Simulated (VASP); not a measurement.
BiTe:

```xyz
2
Lattice="2.3900 1.3798 3.2725 -2.3900 1.3798 3.2725 0.0000 -2.7597 3.2725" Properties=species:S:1:pos:R:3 pbc="T T T"
Bi    0.0000    0.0000    4.9087
Te    0.0000    0.0000    0.0000
```

Base run:

| Item | Value |
| --- | --- |
| Program | VASP 6.6.1 |
| Functional | r2SCAN |
| Potentials or basis | VASP PAW PBE potentials, release 64 (Bi_d, Te) |
| Cutoff | 520 eV |
| k mesh | 7 × 7 × 7 |
| Occupations | fermi-dirac, width 0.05 eV |
| Spin | no spin polarisation |

Its results: pressure 1.6 GPa.

**Question.** The run is repeated on the same cell with these changes: functional from r2SCAN to PBEsol. What comes out?

**Answer.** Pressure -0.4 GPa.

Caveats: the PAW data sets were made with another functional, which shifts forces and pressure a little.
